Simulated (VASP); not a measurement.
The system is KF.

```
K F
1.0
     0.00000    2.65896    2.65896
     2.65896    0.00000    2.65896
     2.65896    2.65896    0.00000
K F
1 1
Direct
  0.00000 0.00000 0.00000
  0.50000 0.50000 0.50000
```

Base run:

```yaml
Program: VASP 6.6.1
Functional: PBE
Potentials_or_basis: VASP PAW PBE potentials, release 64 (K_sv, F)
Cutoff: 600 eV
k_mesh: 6 × 6 × 6, shifted
Occupations: gaussian, width 0.01 eV
Spin: no spin polarisation
```

Its results: band gap on the k mesh 6.47 eV, direct; pressure 1.9 GPa.

Task: The run is repeated on the same cell with these changes: k mesh from 6 × 6 × 6, shifted to 6 × 6 × 6. What comes out?

Result: Band gap on the k mesh 6.24 eV, direct; pressure 1.9 GPa.

A k mesh can miss the band edges.
